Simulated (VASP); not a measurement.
The system is MgO.

```xyz
4
Lattice="3.1238 0.0000 0.0000 -1.5619 2.7053 0.0000 0.0000 0.0000 4.7826" Properties=species:S:1:pos:R:3 pbc="T T T"
Mg    0.0000    1.8035   -0.0541
Mg    1.5619    0.9018    2.3372
O     0.0000    1.8035    1.8476
O     1.5619    0.9018    4.2389
```

This cell differs from its parent crystal: strain -5.0%.

Base run:

- Program: VASP 6.6.1
- Functional: r2SCAN
- Potentials or basis: VASP PAW PBE potentials, release 64 (Mg, O)
- Cutoff: 520 eV
- k mesh: 12 × 12 × 6
- Occupations: gaussian, width 0.01 eV
- Spin: no spin polarisation

Its results: band gap on the k mesh 5.14 eV, direct; pressure 26.4 GPa; largest force 0.006 eV/Å.

Question: The run is repeated on the same cell with these changes: functional from r2SCAN to PBE; occupations from gaussian, width 0.01 eV to fermi-dirac, width 0.02 eV. What comes out?

Answer: Band gap on the k mesh 4.43 eV, direct; pressure 31.0 GPa; largest force 0.010 eV/Å.

Caveats: the PAW data sets were made with another functional, which shifts forces and pressure a little (some runs).

A k mesh can miss the band edges.
